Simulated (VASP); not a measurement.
Crystal: GaAs.

```
Ga As
1.0
     0.00000    2.83308    2.83308
     2.83308    0.00000    2.83308
     2.83308    2.83308    0.00000
Ga As
1 1
Direct
  0.00000 0.00000 0.00000
  0.25000 0.25000 0.25000
```

Base run:

```yaml
Program: VASP 6.6.1
Functional: PBE
Potentials_or_basis: VASP PAW PBE potentials, release 64 (Ga_d, As)
Cutoff: 520 eV
k_mesh: 8 × 8 × 8
Occupations: gaussian, width 0.01 eV
Spin: no spin polarisation
```

Its results: band gap on the k mesh 0.47 eV, direct; pressure 2.9 GPa.

**Question.** The run is repeated on the same cell with these changes: functional from PBE to r2SCAN; k mesh from 8 × 8 × 8 to 6 × 6 × 6. What comes out?

**Answer.** Band gap on the k mesh 0.94 eV, direct; pressure 0.1 GPa.

Several settings changed at once, so the effect can't be laid on one alone.

Caveats: the PAW data sets were made with another functional, which shifts forces and pressure a little (some runs).

A k mesh can miss the band edges.
